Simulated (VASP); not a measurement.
# Ta12H in VASP: a series of runs

The runs below take Ta12H through single point, with PBE.

All numbers are computed with VASP 6.6.1; they aren't measurements. Logs are shortened: lines on timing, memory, paths and dates and some standing lists are left out, and cuts for length are marked.

**1. The cell of the first run**

The cell holds a slab with vacuum, 13 atoms: a = 5.749 Å, b = 5.749 Å, c = 20.027 Å, α = 90.00°, β = 90.00°, γ = 109.47°.

**2. Single point, PBE**

INCAR reads:

```
PREC = Accurate
ENCUT = 520
EDIFF = 1E-7
ISMEAR = 0
SIGMA = 0.1
LREAL = False
LASPH = True
NELM = 100
ALGO = Normal
ISIF = 2
LWAVE = False
LCHARG = False
LDIPOL = True
IDIPOL = 3
DIPOL = 0.5 0.5 0.327
GGA = PE
NBANDS = 78
KPAR = 2
```

KPOINTS reads:

```
Automatic mesh
0
Gamma
  5 5 1
```

POSCAR reads:

```
Ta12H
1.0
    5.7486197044      0.0000000000      0.0000000000
   -1.9162065681      5.4198506339      0.0000000000
    0.0000000000      0.0000000000     20.0266897310
Ta H
12 1
Direct
    0.2500000000      0.2500000000      0.1997334584
    0.2500000000      0.7500000000      0.1997334584
    0.7500000000      0.2500000000      0.1997334584
    0.7500000000      0.7500000000      0.1997334584
    0.0000000000      0.0000000000      0.3127671385
    0.0000000000      0.5000000000      0.3127671385
    0.5000000000      0.0000000000      0.3127671385
    0.5000000000      0.5000000000      0.3127671385
    0.2500000000      0.2500000000      0.4257663071
    0.2500000000      0.7500000000      0.4257663071
    0.7500000000      0.2500000000      0.4257663071
    0.7500000000      0.7500000000      0.4257663071
    0.2500000000      0.4166666667      0.5036421995
```

Potentials or basis: VASP PAW PBE potentials, release 64 (Ta_pv, H).

Command:

```bash
$ cat potpaw_PBE.64/Ta_pv/POTCAR potpaw_PBE.64/H/POTCAR > POTCAR
$ mpirun -np 2 vasp_std > vasp.out
```

OUTCAR:

```text
PREC = Accurate
   ENCUT = 520
   EDIFF = 1E-7
   ISMEAR = 0
   LREAL = False
   LASPH = True
   NELM = 100
   ISIF = 2
   GGA = PE

 ion  position               nearest neighbor table
   1  0.250  0.250  0.200-   5 2.81   8 2.81   2 2.87   2 2.87   3 2.87   3 2.87   7 3.26   6 3.26
                             4 3.32   4 3.32
   2  0.250  0.750  0.200-   6 2.81   7 2.81   1 2.87   1 2.87   4 2.87   4 2.87   5 3.26   8 3.26
                             3 3.32   3 3.32
   3  0.750  0.250  0.200-   6 2.81   7 2.81   4 2.87   4 2.87   1 2.87   1 2.87   5 3.26   8 3.26
                             2 3.32   2 3.32
   4  0.750  0.750  0.200-   5 2.81   8 2.81   3 2.87   3 2.87   2 2.87   2 2.87   7 3.26   6 3.26
                             1 3.32   1 3.32
   5  0.000  0.000  0.313-   9 2.81  12 2.81   1 2.81   4 2.81   6 2.87   6 2.87   7 2.87   7 2.87
                            11 3.26  10 3.26   3 3.26   2 3.26   8 3.32   8 3.32
   6  0.000  0.500  0.313-  10 2.81  11 2.81   2 2.81   3 2.81   5 2.87   5 2.87   8 2.87   8 2.87
                             9 3.26  12 3.26   1 3.26   4 3.26   7 3.32   7 3.32
   7  0.500  0.000  0.313-  10 2.81  11 2.81   2 2.81   3 2.81   8 2.87   8 2.87   5 2.87   5 2.87
                             9 3.26  12 3.26   1 3.26   4 3.26   6 3.32   6 3.32
   8  0.500  0.500  0.313-   9 2.81  12 2.81   1 2.81   4 2.81   7 2.87   7 2.87   6 2.87   6 2.87
                            11 3.26  10 3.26   3 3.26   2 3.26   5 3.32   5 3.32
   9  0.250  0.250  0.426-  13 1.83   8 2.81   5 2.81  10 2.87  10 2.87  11 2.87  11 2.87   6 3.26
                             7 3.26  12 3.32  12 3.32
  10  0.250  0.750  0.426-   6 2.81   7 2.81   9 2.87   9 2.87  12 2.87  12 2.87   5 3.26   8 3.26
                            11 3.32  11 3.32
  11  0.750  0.250  0.426-   6 2.81   7 2.81  12 2.87  12 2.87   9 2.87   9 2.87   5 3.26   8 3.26
                            10 3.32  10 3.32
  12  0.750  0.750  0.426-   5 2.81   8 2.81  11 2.87  11 2.87  10 2.87  10 2.87   7 3.26   6 3.26
                             9 3.32   9 3.32
  13  0.250  0.417  0.504-   9 1.83

  LATTYP: Found a base centered orthorhombic cell.
 ALAT       =     6.6379342676
 B/A-ratio  =     1.4142135624
 C/A-ratio  =     3.0170063341

  Lattice vectors:

 A1 = (   5.7486197044,   0.0000000000,   0.0000000000)
 A2 = (  -1.9162065681,   5.4198506339,   0.0000000000)
 A3 = (   0.0000000000,   0.0000000000,  20.0266897310)

Analysis of symmetry for initial positions (statically):
=====================================================================
 Subroutine PRICEL returns:
 Original cell was already a primitive cell.

 Routine SETGRP: Setting up the symmetry group for a
 base centered orthorhombic supercell.

 Subroutine GETGRP returns: Found  1 space group operations
 (whereof  1 operations were pure point group operations)
 out of a pool of  8 trial point group operations.

[... 151 lines left out ...]
   AEXX    =    0.0000 exact exchange contribution
   IVDW    =     0    specifies the selected vdW correction
   LEPSILON=     F    determine dielectric tensor
   LRPA    =     F    only Hartree local field effects (RPA)
 non-spin polarized calculation
 Gauss-broadening in eV      SIGMA  =   0.10
  energy-cutoff  :      520.00
  volume of cell :      623.96
 maximum number of plane-waves:     16835
 NGX is ok and might be reduce to    48
   NGX = 21   NGY = 21   NGZ = 75

 dipolmoment           0.000000      0.000000      0.002966 electrons x Angstroem

 number of electron     132.9999986 magnetization

 dipolmoment           0.000000      0.000000     -0.010752 electrons x Angstroem

 Free energy of the ion-electron system (eV)
  ---------------------------------------------------
  ext. energy  EPLUGINS =         0.00000000
  ---------------------------------------------------
  free energy    TOTEN  =      -136.21780675 eV

  energy without entropy =     -136.13657402  energy(sigma->0) =     -136.17719039

 E-fermi :  -0.9439     XC(G=0):  -5.4572

 val. band max:       -0.9443253899   @ k =   0.4000   0.0000   0.0000
 cond. band min:      -0.9239502964   @ k =   0.2000  -0.4000   0.0000
 fundamental gap:      0.0203750935
 Fermi energy:        -0.9438763457

 k-point     1 :       0.0000    0.0000    0.0000
  band No.  band energies     occupation
      1     -35.5045      2.00000
      2     -35.4927      2.00000
      3     -35.4794      2.00000
      4     -35.4739      2.00000
      5     -35.4277      2.00000
      6     -35.4054      2.00000
[... 1042 lines left out ...]
     77       0.4297      0.00000
     78       0.6210      0.00000

------------------------ aborting loop because EDIFF is reached ----------------------------------------

 vacuum level on the upper side and lower side of the slab       (xc-potential included)        -0.103        -0.077

  FORCE on cell =-STRESS in cart. coord.  units (eV):
  Direction    XX          YY          ZZ          XY          YZ          ZX
  --------------------------------------------------------------------------------------
  -------------------------------------------------------------------------------------
  Total      -12.0080686    -11.3140933      1.5072428      0.3978733      1.8391916     -0.8571683
  in kB      -30.8335605    -29.0516143      3.8702030      1.0216338      4.7225600     -2.2009827
  external PRESSURE =     -18.6716573 kB  Pullay stress =       0.0000000 kB

 VOLUME and BASIS-vectors are now :
 -----------------------------------------------------------------------------
  energy-cutoff  :      520.00
  volume of cell :      623.96
      direct lattice vectors                 reciprocal lattice vectors
     5.748619704  0.000000000  0.000000000     0.173954802  0.061502310  0.000000000
    -1.916206568  5.419850634  0.000000000     0.000000000  0.184506930  0.000000000
     0.000000000  0.000000000 20.026689731     0.000000000  0.000000000  0.049933365

 POSITION                                       TOTAL-FORCE (eV/Angst)
 -----------------------------------------------------------------------------------
      0.95810      1.35496      4.00000        -0.028432     -0.050523     -0.013280
      0.00000      4.06489      4.00000         0.028203      0.051594     -0.022753
      3.83241      1.35496      4.00000        -0.013776     -0.015911     -0.029178
      2.87431      4.06489      4.00000         0.029032      0.002933      0.005365
      0.00000      0.00000      6.26369        -0.058216     -0.179382     -0.361603
     -0.95810      2.70993      6.26369        -0.023544      0.018871      0.040351
      2.87431      0.00000      6.26369         0.026991      0.060332     -0.196327
      1.91621      2.70993      6.26369         0.128816      0.074120     -0.051096
      0.95810      1.35496      8.52669         0.192081     -0.549405     -0.245025
      0.00000      4.06489      8.52669        -0.022116     -0.526891      0.725071
      3.83241      1.35496      8.52669        -0.053195     -0.164311      0.118017
      2.87431      4.06489      8.52669         0.192637      0.171756      0.002268
      0.63874      2.25827     10.08629        -0.398481      1.106817      0.028190
 -----------------------------------------------------------------------------------
    total drift:                               -0.000008      0.000003     -0.000727

  FREE ENERGIE OF THE ION-ELECTRON SYSTEM (eV)
  ---------------------------------------------------
  free  energy   TOTEN  =      -136.2178067503 eV

  energy  without entropy=     -136.1365740247  energy(sigma->0) =     -136.17719039

 vacuum level on the upper side and lower side of the slab         3.700         3.736
```

OSZICAR:

```text
N       E                     dE             d eps       ncg     rms          rms(c)
DAV:   1     0.114235600228E+04    0.11424E+04   -0.73885E+04  2572   0.148E+03
DAV:   2    -0.848220915945E+02   -0.12272E+04   -0.12080E+04  2344   0.394E+02
DAV:   3    -0.143812846791E+03   -0.58991E+02   -0.56073E+02  2504   0.712E+01
[... 27 lines left out ...]
DAV:  31    -0.136217806041E+03   -0.55161E-06   -0.20690E-08  1304   0.485E-04    0.237E-04
DAV:  32    -0.136217806462E+03   -0.42128E-06   -0.26289E-08  1344   0.284E-04    0.222E-04
DAV:  33    -0.136217806613E+03   -0.15130E-06   -0.12818E-08  1304   0.295E-04    0.146E-04
DAV:  34    -0.136217806723E+03   -0.10941E-06   -0.14332E-08  1320   0.231E-04    0.826E-05
DAV:  35    -0.136217806750E+03   -0.27745E-07   -0.46545E-09  1248   0.156E-04
   1 F= -.13621781E+03 E0= -.13617719E+03  d E =-.812327E-01
```

Wall time 15 min (2 MPI ranks of Intel Xeon Platinum 8488C (Sapphire Rapids), shared host); peak memory 0.93 GiB.

Results:

```yaml
Free_energy: -136.2178 eV
Largest_force: 1.177 eV/Å
Band_gap_on_the_k_mesh: zero (an odd number of electrons rules out a gap without spin polarisation)
```

Forces in eV/Å, atoms in the order of the input:
```
Ta  -0.028 -0.051 -0.013
Ta   0.028  0.052 -0.023
Ta  -0.014 -0.016 -0.029
Ta   0.029  0.003  0.005
Ta  -0.058 -0.179 -0.362
Ta  -0.024  0.019  0.040
Ta   0.027  0.060 -0.196
Ta   0.129  0.074 -0.051
Ta   0.192 -0.549 -0.245
Ta  -0.022 -0.527  0.725
Ta  -0.053 -0.164  0.118
Ta   0.193  0.172  0.002
H   -0.398  1.107  0.028
```

Levels at points of the mesh, in eV from the Fermi level:
```tsv
k point	band 63	band 64	band 65	band 66	band 67	band 68	band 69	band 70	band 71	band 72
(0.00, 0.00, 0.00)	-0.30	0.21	0.29	0.47	0.57	0.81	0.99	1.16	1.18	1.46
```

Caveat: spin-orbit coupling is left out, which moves the levels of the heavy elements.

**3. Single point, PBE**

INCAR reads:

```
PREC = Accurate ; ENCUT = 520
EDIFF = 1E-7 ; ISMEAR = 0
SIGMA = 0.1 ; LREAL = F
LASPH = T ; NELM = 60
ALGO = Normal ; ISIF = 2
LWAVE = F ; LCHARG = F
LDIPOL = T ; IDIPOL = 3
DIPOL = 0.5 0.5 0.328 ; GGA = PE
NBANDS = 78 ; KPAR = 2
```

KPOINTS reads:

```
regular mesh
0
Gamma
  5 5 1
```

Changes to POSCAR since step 2:

```diff
@@ -20,2 +20,2 @@
     0.7500000000      0.7500000000      0.4257663071
-    0.2500000000      0.4166666667      0.5036421995
+    0.2500000000      0.3333333333      0.5147933957
```

Potentials or basis: VASP PAW PBE potentials, release 64 (Ta_pv, H).

Command:

```bash
$ cat potpaw_PBE.64/Ta_pv/POTCAR potpaw_PBE.64/H/POTCAR > POTCAR
$ mpirun -np 2 vasp_std > vasp.out
```

It took 16 min on 2 MPI ranks of Intel Xeon Platinum 8488C (Sapphire Rapids), shared host; peak memory 0.96 GiB.

Results (log left out):

- Free energy: -135.8094 eV
- Largest force: 0.538 eV/Å
- Band gap on the k mesh: zero (an odd number of electrons rules out a gap without spin polarisation)

Forces on the atoms (eV/Å):
```
Ta  -0.021 -0.016 -0.032
Ta   0.027  0.018 -0.015
Ta   0.006 -0.013 -0.012
Ta   0.009 -0.001  0.064
Ta  -0.124 -0.236 -0.442
Ta   0.002  0.015 -0.054
Ta   0.021  0.036 -0.158
Ta   0.172  0.174 -0.254
Ta   0.066 -0.391  0.330
Ta  -0.116 -0.109  0.398
Ta   0.044 -0.119  0.183
Ta   0.105  0.139 -0.015
H   -0.192  0.502  0.007
```

Levels at points of the mesh, in eV from the Fermi level:
| k point | band 65 | band 66 | band 67 | band 68 | band 69 | band 70 |
| --- | --- | --- | --- | --- | --- | --- |
| (0.00, 0.00, 0.00) | 0.39 | 0.47 | 0.55 | 0.77 | 0.97 | 1.15 |

Caveat: spin-orbit coupling is left out, which moves the levels of the heavy elements.

The gap in the log of VASP goes by the Fermi energy; the results here count the filled bands.